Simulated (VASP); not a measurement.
A run of VASP 6.6.1 is set up as follows.

The input INCAR:

```
SYSTEM = Ti
PREC = Accurate
ENCUT = 520
EDIFF = 1E-6
ISMEAR = -1
SIGMA = 0.06122561905347299
LREAL = .FALSE.
LASPH = .TRUE.
NELM = 60
ALGO = Normal
ISIF = 2
LWAVE = .FALSE.
LCHARG = .FALSE.
GGA = PE
NBANDS = 12
```

KPOINTS

```
Automatic mesh
0
G
  23 23 23
  0 0 0
```

File POSCAR:

```
Ti
1.0
    0.0000000000      2.0565655567      2.0565655567
    2.0565655567      0.0000000000      2.0565655567
    2.0565655567      2.0565655567      0.0000000000
Ti
1
Direct
    0.0000000000      0.0000000000      0.0000000000
```

Potentials or basis: VASP PAW PBE potentials, release 64 (Ti_sv).

The run is started by

```sh
$ cat potpaw_PBE.64/Ti_sv/POTCAR > POTCAR
$ mpirun -np 1 vasp_std > vasp.out
```

(1) Predict the band gap on the k mesh.

(2) Predict the pressure.

Answers

(1) zero (band 6 reaches 9.08 eV, above the bottom of band 7 at 7.80 eV).

(2) -0.3 GPa.
